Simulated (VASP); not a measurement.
# Co (P6_3/mmc) in VASP: further runs

Runs on Co. Level: PBE. Tasks: single point, relaxation of cell and atoms.

Everything below comes from runs of VASP 6.6.1. Logs are shortened: lines on timing, memory, paths and dates and some standing lists are left out, and cuts for length are marked.

### 1 The cell of the first run

The structure is hexagonal, space group P6_3/mmc (No. 194). Conventional cell: a = 2.455 Å, b = 2.455 Å, c = 3.959 Å, α = 90.00°, β = 90.00°, γ = 120.00°. Co (site symmetry -6m2) has 12 Co at 2.43 to 2.45 Å within 3.2 Å.

### 2 Single point, PBE

File INCAR:

```
SYSTEM = Co
PREC = Accurate ; ENCUT = 520
EDIFF = 1E-6 ; ISMEAR = 0
SIGMA = 0.1 ; LREAL = .False.
LASPH = .True. ; NELM = 100
ALGO = Normal ; ISIF = 2
LWAVE = .False. ; LCHARG = .True.
GGA = PE ; LELF = .True.
LVHAR = .True. ; NBANDS = 16
```

File KPOINTS:

```
regular mesh
0
Gamma
  21 21 10
  0 0 0
```

File POSCAR:

```
Co
1.0
    2.4545828652      0.0000000000      0.0000000000
   -1.2272914326      2.1257311169      0.0000000000
    0.0000000000      0.0000000000      3.9586405961
Co
2
Direct
    0.3333333333      0.6666666667      0.2500000000
    0.6666666667      0.3333333333      0.7500000000
```

Potentials or basis: VASP PAW PBE potentials, release 64 (Co).

Launch:

```bash
> cat potpaw_PBE.64/Co/POTCAR > POTCAR
> mpirun -np 1 vasp_std > vasp.out
```

OUTCAR:

```text
SYSTEM = Co
   PREC = Accurate
   ENCUT = 520
   EDIFF = 1E-6
   ISMEAR = 0
   LREAL = .False.
   LASPH = .True.
   NELM = 100
   ISIF = 2
   GGA = PE

 ion  position               nearest neighbor table
   1  0.333  0.667  0.250-   2 2.43   2 2.43   2 2.43   2 2.43   2 2.43   2 2.43
   2  0.667  0.333  0.750-   1 2.43   1 2.43   1 2.43   1 2.43   1 2.43   1 2.43

  LATTYP: Found a hexagonal cell.
 ALAT       =     2.4545828652
 C/A-ratio  =     1.6127549215

  Lattice vectors:

 A1 = (   2.4545828652,   0.0000000000,   0.0000000000)
 A2 = (  -1.2272914326,   2.1257311169,   0.0000000000)
 A3 = (   0.0000000000,   0.0000000000,   3.9586405961)

Analysis of symmetry for initial positions (statically):
=====================================================================
 Subroutine PRICEL returns:
 Original cell was already a primitive cell.

 Routine SETGRP: Setting up the symmetry group for a
 hexagonal supercell.

 Subroutine GETGRP returns: Found 24 space group operations
 (whereof 12 operations were pure point group operations)
 out of a pool of 24 trial point group operations.

The static configuration has the point symmetry D_3d.
 The point group associated with its full space group is D_6h.

Analysis of symmetry for dynamics (positions and initial velocities):
=====================================================================
 Subroutine PRICEL returns:
 Original cell was already a primitive cell.

 Routine SETGRP: Setting up the symmetry group for a
 hexagonal supercell.

 Subroutine GETGRP returns: Found 24 space group operations
 (whereof 12 operations were pure point group operations)
 out of a pool of 24 trial point group operations.

The dynamic configuration has the point symmetry D_3d.
 The point group associated with its full space group is D_6h.

 Subroutine INISYM returns: Found 24 space group operations
 (whereof 12 operations are pure point group operations),
 and found     1 'primitive' translations

----------------------------------------------------------------------------------------

                                     Primitive cell

  volume of cell :      20.6553

  direct lattice vectors                    reciprocal lattice vectors
     2.454582865  0.000000000  0.000000000     0.407401198  0.235213191  0.000000000
    -1.227291433  2.125731117  0.000000000     0.000000000  0.470426383  0.000000000
     0.000000000  0.000000000  3.958640596     0.000000000  0.000000000  0.252611970

  length of vectors
     2.454582865  2.454582865  3.958640596     0.470426383  0.470426383  0.252611970

  position of ions in fractional coordinates (direct lattice)
     0.333333333  0.666666667  0.250000000
     0.666666667  0.333333333  0.750000000

  ion indices of the primitive-cell ions
   primitive index   ion index
                 1           1
                 2           2

----------------------------------------------------------------------------------------

 KPOINTS: regular mesh

Automatic generation of k-mesh.
 Grid dimensions read from file:
 generate k-points for:   21   21   10

 Generating k-lattice:

  Cartesian coordinates                     Fractional coordinates (reciprocal lattice)
     0.019400057  0.011200628  0.000000000     0.047619048  0.000000000  0.000000000
     0.000000000  0.022401256  0.000000000     0.000000000  0.047619048  0.000000000
     0.000000000  0.000000000  0.025261197     0.000000000  0.000000000  0.100000000

  Length of vectors
     0.022401256  0.022401256  0.025261197

  Shift w.r.t. Gamma in fractional coordinates (k-lattice)
     0.000000000  0.000000000  0.000000000

 Subroutine IBZKPT returns following result:
 ===========================================

 Found    288 irreducible k-points:

 Following reciprocal coordinates:
            Coordinates               Weight
  0.000000  0.000000  0.000000      1.000000
  0.047619 -0.000000  0.000000      6.000000
  0.095238  0.000000  0.000000      6.000000
  0.142857  0.000000  0.000000      6.000000
  0.190476  0.000000  0.000000      6.000000
  0.238095  0.000000  0.000000      6.000000
[... 16 lines left out ...]
  0.142857  0.095238  0.000000     12.000000
  0.190476  0.095238  0.000000     12.000000
 [... further k-points ...]
   k-points           NKPTS =    288   k-points in BZ     NKDIM =    288   number of bands    NBANDS=     16
   number of dos      NEDOS =    301   number of ions     NIONS =      2
   total plane-waves  NPLWV =   9720
   dimension x,y,z NGX =    18 NGY =   18 NGZ =   30
   dimension x,y,z NGXF=    36 NGYF=   36 NGZF=   60
   ions per type =               2
   NGX,Y,Z   is equivalent  to a cutoff of  12.19, 12.19, 12.60 a.u.
   NGXF,Y,Z  is equivalent  to a cutoff of  24.38, 24.38, 25.20 a.u.
 SYSTEM =  Co
   PREC   = accura    normal or accurate (medium, high low for compatibility)
   ISTART =      0    job   : 0-new  1-cont  2-samecut
   ICHARG =      2    charge: 1-file 2-atom 10-const
   ISPIN  =      1    spin polarized calculation?
   LNONCOLLINEAR =      F non collinear calculations
   LSORBIT =      F    spin-orbit coupling
   LASPH  =      T    aspherical Exc in radial PAW
   ENCUT  =  520.0 eV  38.22 Ry    6.18 a.u.   4.56  4.56  7.36*2*pi/ulx,y,z
   NELM   =    100;   NELMIN=  2; NELMDL= -5     # of ELM steps
   EDIFF  = 0.1E-05   stopping-criterion for ELM
   LREAL  =      F    real-space projection
   EDIFFG = 0.1E-04   stopping-criterion for IOM
   NSW    =      0    number of steps for IOM
   IBRION =     -1    ionic relax: 0-MD 1-quasi-New 2-CG
   NFREE  =      0    steps in history (QN), initial steepest desc. (CG)
   ISIF   =      2    stress and relaxation
   ISYM   =      2    0-nonsym 1-usesym 2-fastsym
   POTIM  = 0.5000    time-step for ionic-motion
   TEBEG  =    0.0;   TEEND  =   0.0 temperature during run
   PSTRESS=    0.0 pullay stress
   NELECT =      18.0000    total number of electrons
   NUPDOWN=      -1.0000    fix difference up-down
   EMIN   =  10.00;   EMAX   =-10.00  energy-range for DOS
   EFERMI =   0.00;   METHOD = LEGACY
   ISMEAR =     0;   SIGMA  =   0.10  broadening in eV -4-tet -1-fermi 0-gaus
   EFERMI_NEDOS =   21; number of points for ismear=-14 and -15
   IALGO  =     38    algorithm
   IMIX   =      4    mixing-type and parameters
     AMIX     =   0.40;   BMIX     =  1.00
     AMIX_MAG =   1.60;   BMIX_MAG =  1.00
  volume/ion in A,a.u.               =      10.33        69.69
  Fermi-wavevector in a.u.,A,eV,Ry     =   1.563706  2.954975 33.268624  2.445175
  Thomas-Fermi vector in A             =   2.666437
   LORBIT       =      0    0 simple, 1 ext, 2 COOP (PROOUT), +10 PAW based schemes
   GGA     = PE    functional components
   LHFCALC =     F    Hartree Fock is set to
   AEXX    =    0.0000 exact exchange contribution
   IVDW    =     0    specifies the selected vdW correction
   LEPSILON=     F    determine dielectric tensor
   LRPA    =     F    only Hartree local field effects (RPA)
 non-spin polarized calculation
 Gauss-broadening in eV      SIGMA  =   0.10
  energy-cutoff  :      520.00
  volume of cell :       20.66
 maximum number of plane-waves:       573
   NGX =  9   NGY =  9   NGZ = 15

 number of electron      17.9999973 magnetization

 Free energy of the ion-electron system (eV)
  ---------------------------------------------------
  ext. energy  EPLUGINS =         0.00000000
  ---------------------------------------------------
  free energy    TOTEN  =       -13.65233225 eV

  energy without entropy =      -13.62433489  energy(sigma->0) =      -13.63833357

 E-fermi :  10.9233     XC(G=0): -13.7143

 val. band max:       10.9211076295   @ k =   0.3810   0.1429   0.0000
 cond. band min:      10.9239562762   @ k =   0.1905   0.1905   0.4000
 fundamental gap:      0.0028486467
 Fermi energy:        10.9232633619

 k-point     1 :       0.0000    0.0000    0.0000
  band No.  band energies     occupation
      1       1.7620      2.00000
      2       6.0208      2.00000
      3       8.9935      2.00000
      4       9.0248      2.00000
      5       9.0248      2.00000
      6       9.3901      2.00000
[... 8 lines left out ...]
     15      36.5196      0.00000
     16      36.5331      0.00000

 k-point     2 :       0.0476   -0.0000    0.0000
  band No.  band energies     occupation
      1       1.8449      2.00000
      2       6.0745      2.00000
      3       8.8681      2.00000
      4       9.0664      2.00000
      5       9.1359      2.00000
      6       9.3675      2.00000
[... 8 lines left out ...]
     15      34.8846      0.00000
     16      35.4107      0.00000

 k-point     3 :       0.0952    0.0000    0.0000
  band No.  band energies     occupation
      1       2.0909      2.00000
      2       6.2280      2.00000
      3       8.7019      2.00000
      4       9.1892      2.00000
      5       9.2406      2.00000
      6       9.3311      2.00000
[... 8 lines left out ...]
     15      33.8680      0.00000
     16      33.9226      0.00000

 k-point     4 :       0.1429    0.0000    0.0000
  band No.  band energies     occupation
      1       2.4918      2.00000
      2       6.4560      2.00000
      3       8.5131      2.00000
      4       8.8610      2.00000
      5       9.1781      2.00000
      6       9.3862      2.00000
[... 8 lines left out ...]
     15      32.4892      0.00000
     16      33.3207      0.00000

 k-point     5 :       0.1905    0.0000    0.0000
  band No.  band energies     occupation
      1       3.0316      2.00000
      2       6.7088      2.00000
      3       8.3286      2.00000
      4       8.3552      2.00000
      5       9.0764      2.00000
      6       9.4146      2.00000
[... 8 lines left out ...]
     15      31.1492      0.00000
     16      32.8142      0.00000

 k-point     6 :       0.2381    0.0000    0.0000
  band No.  band energies     occupation
      1       3.6840      2.00000
      2       6.9045      2.00000
      3       7.9173      2.00000
      4       8.1961      2.00000
      5       9.0079      2.00000
      6       9.2761      2.00000
[... 8 lines left out ...]
     15      29.9226      0.00000
     16      32.0897      0.00000

 k-point     7 :       0.2857    0.0000    0.0000
  band No.  band energies     occupation
      1       4.4047      2.00000
      2       6.9624      2.00000
      3       7.5524      2.00000
      4       8.1565      2.00000
      5       9.0197      2.00000
      6       9.1434      2.00000
[... 8 lines left out ...]
     15      28.8308      0.00000
     16      30.2768      0.00000

 k-point     8 :       0.3333    0.0000    0.0000
  band No.  band energies     occupation
      1       5.1221      2.00000
      2       6.8933      2.00000
      3       7.2613      2.00000
      4       8.2007      2.00000
      5       9.0260      2.00000
      6       9.1200      2.00000
[... 8 lines left out ...]
     15      27.8991      0.00000
     16      28.5707      0.00000

 k-point     9 :       0.3810    0.0000    0.0000
  band No.  band energies     occupation
      1       5.7342      2.00000
      2       6.7733      2.00000
      3       7.0439      2.00000
      4       8.3211      2.00000
      5       8.9315      2.00000
      6       9.1420      2.00000
[... 8 lines left out ...]
     15      26.9876      0.00000
     16      27.1576      0.00000
[... 172 lines left out ...]
 k-point    19 :       0.3810    0.0476    0.0000
  band No.  band energies     occupation
      1       6.0173      2.00000
      2       6.7437      2.00000
      3       6.9695      2.00000
      4       8.3577      2.00000
      5       8.8625      2.00000
      6       9.1143      2.00000
[... 8 lines left out ...]
     15      26.1725      0.00000
     16      26.2956      0.00000

 k-point    20 :       0.4286    0.0476    0.0000
  band No.  band energies     occupation
      1       6.3327      2.00000
      2       6.6314      2.00000
      3       6.8639      2.00000
      4       8.5366      2.00000
      5       8.8244      2.00000
      6       9.0523      2.00000
[... 8 lines left out ...]
     15      25.0283      0.00000
     16      25.6852      0.00000

 k-point    21 :       0.4762    0.0476    0.0000
  band No.  band energies     occupation
      1       6.4735      2.00000
      2       6.5475      2.00000
      3       6.8287      2.00000
      4       8.6176      2.00000
      5       8.8120      2.00000
      6       9.0304      2.00000
[... 8 lines left out ...]
     15      24.4238      0.00000
     16      25.4189      0.00000

 k-point    22 :       0.0952    0.0952    0.0000
  band No.  band energies     occupation
      1       2.7276      2.00000
      2       6.5847      2.00000
      3       8.3978      2.00000
      4       8.6433      2.00000
      5       9.1655      2.00000
      6       9.3693      2.00000
[... 8 lines left out ...]
     15      29.6718      0.00000
     16      35.6327      0.00000

 k-point    23 :       0.1429    0.0952    0.0000
  band No.  band energies     occupation
      1       3.2592      2.00000
      2       6.8287      2.00000
      3       8.2025      2.00000
      4       8.2227      2.00000
      5       9.0833      2.00000
      6       9.2134      2.00000
[... 8 lines left out ...]
     15      28.3593      0.00000
     16      33.9408      0.00000

 k-point    24 :       0.1905    0.0952    0.0000
  band No.  band energies     occupation
      1       3.9020      2.00000
      2       7.0293      2.00000
      3       7.8428      2.00000
      4       8.0411      2.00000
      5       9.0299      2.00000
      6       9.0726      2.00000
[... 8 lines left out ...]
     15      27.3722      0.00000
     16      32.1571      0.00000

 [... further k-points ...]
[... 5 lines left out ...]
  --------------------------------------------------------------------------------------
  -------------------------------------------------------------------------------------
  Total       -0.0867877     -0.0867877     -0.0981555      0.0000000     -0.0000000     -0.0000000
  in kB       -6.7318861     -6.7318861     -7.6136540      0.0000000     -0.0000000     -0.0000000
  external PRESSURE =      -7.0258088 kB  Pullay stress =       0.0000000 kB

 VOLUME and BASIS-vectors are now :
 -----------------------------------------------------------------------------
  energy-cutoff  :      520.00
  volume of cell :       20.66
      direct lattice vectors                 reciprocal lattice vectors
     2.454582865  0.000000000  0.000000000     0.407401198  0.235213191  0.000000000
    -1.227291433  2.125731117  0.000000000     0.000000000  0.470426383  0.000000000
     0.000000000  0.000000000  3.958640596     0.000000000  0.000000000  0.252611970

 POSITION                                       TOTAL-FORCE (eV/Angst)
 -----------------------------------------------------------------------------------
     -0.00000      1.41715      0.98966         0.000000     -0.000000      0.000000
      1.22729      0.70858      2.96898        -0.000000      0.000000      0.000000
 -----------------------------------------------------------------------------------
    total drift:                               -0.000000     -0.000000     -0.000000

  FREE ENERGIE OF THE ION-ELECTRON SYSTEM (eV)
  ---------------------------------------------------
  free  energy   TOTEN  =       -13.6523322547 eV

  energy  without entropy=      -13.6243348869  energy(sigma->0) =      -13.63833357
```

Run time: 87 s. Hardware: 1 thread of Intel Xeon Platinum 8259CL at 2.50GHz (Skylake/Cascade Lake), shared host; peak memory 0.19 GiB.

What came out:

- Free energy: -13.6523 eV
- Pressure: -0.7 GPa
- Band gap on the k mesh: zero (band 9 reaches 11.28 eV, above the bottom of band 10 at 9.71 eV)

Stress tensor (GPa, compression positive):
```
-0.67  0.00  0.00
 0.00 -0.67  0.00
 0.00  0.00 -0.76
```

Levels at points of the mesh, in eV from the Fermi level:
```tsv
k point	band 6	band 7	band 8	band 9	band 10	band 11	band 12	band 13
(0.00, 0.00, 0.00)	-1.53	-1.53	-1.16	-1.16	-0.06	0.09	0.09	7.31
(0.00, 0.00, 0.50)	-1.98	-1.98	-1.98	-0.25	-0.25	-0.25	-0.25	15.88
```

Caveat: the run has no spin polarisation, though such a crystal can be magnetic. Spin polarisation is off, so any magnetic state and its effect on volume and gap are missing.

### 3 Relaxation of cell and atoms, PBE

File INCAR:

```
SYSTEM = Co
PREC = Accurate
ENCUT = 600
EDIFF = 1E-7
ISMEAR = 0
SIGMA = 0.1
LREAL = .FALSE.
LASPH = .TRUE.
NELM = 100
ALGO = Normal
ISIF = 3
LWAVE = .FALSE.
LCHARG = .FALSE.
GGA = PE
IBRION = 2
NSW = 100
EDIFFG = -0.005
```

File KPOINTS:

```
regular mesh
0
G
  21 21 10
  0 0 0
```

File POSCAR:

```
Co
1.0
    2.4522717576      0.0000000000      0.0000000000
   -1.2261358788      2.1237296391      0.0000000000
    0.0000000000      0.0000000000      3.9672415792
Co
2
Direct
    0.3333333333      0.6666666667      0.2500000000
    0.6666666667      0.3333333333      0.7500000000
```

Potentials or basis: VASP PAW PBE potentials, release 64 (Co).

Launch:

```bash
> cat potpaw_PBE.64/Co/POTCAR > POTCAR
> mpirun -np 1 vasp_std > vasp.out
```

It took 7.3 min on 1 thread of AMD EPYC 7R13, shared host; peak memory 0.18 GiB.

The run converged. Its results:

```
Free energy                            : -13.6520 eV
Relaxed volume                         : 10.29 Å³/atom
Relaxed cell                           : a = 2.452 Å, b = 2.452 Å, c = 3.954 Å, α = 90.00°, β = 90.00°, γ = 120.00°
Space group after relaxing (to 0.05 Å) : P6_3/mmc (No. 194)
Energy gained by relaxing              : 0.2 meV/atom
Ionic steps                            : 5
Pressure after relaxing                : 0.0 GPa
Band gap on the k mesh                 : zero (band 9 reaches 11.34 eV, above the bottom of band 10 at 9.76 eV)
```

The path:
| step | energy change (eV) | largest force (eV/Å) | pressure (GPa) | volume (Å³) |
| --- | --- | --- | --- | --- |
| 1 | 0.0000 | 0.0000 | -0.97 | 20.66 |
| 2 | 0.0000 | 0.0000 | 1.32 | 20.47 |
| 3 | -0.0004 | 0.0000 | 0.15 | 20.57 |
| 4 | -0.0004 | 0.0000 | 0.13 | 20.57 |
| 5 | -0.0004 | 0.0000 | 0.00 | 20.58 |

Final structure:
```cif
data_structure
_symmetry_space_group_name_H-M 'P 1'
_symmetry_Int_Tables_number 1
_cell_length_a 2.4517
_cell_length_b 2.4517
_cell_length_c 3.9535
_cell_angle_alpha 90.000
_cell_angle_beta 90.000
_cell_angle_gamma 120.000
_cell_volume 20.58
loop_
_atom_site_label
_atom_site_type_symbol
_atom_site_fract_x
_atom_site_fract_y
_atom_site_fract_z
_atom_site_occupancy
Co1 Co 0.33333 0.66667 0.25000 1
Co2 Co 0.66667 0.33333 0.75000 1
```

Levels at points of the mesh, in eV from the Fermi level:
| k point | band 7 | band 8 | band 9 | band 10 | band 11 | band 12 |
| --- | --- | --- | --- | --- | --- | --- |
| (0.00, 0.00, 0.00) | -1.54 | -1.16 | -1.16 | -0.06 | 0.09 | 0.09 |
| (0.00, 0.00, 0.50) | -1.99 | -1.99 | -0.25 | -0.25 | -0.25 | -0.25 |

Caveat: the run has no spin polarisation, though such a crystal can be magnetic. Spin polarisation is off, so any magnetic state and its effect on volume and gap are missing.

(Part 1 of 2 ends here.)
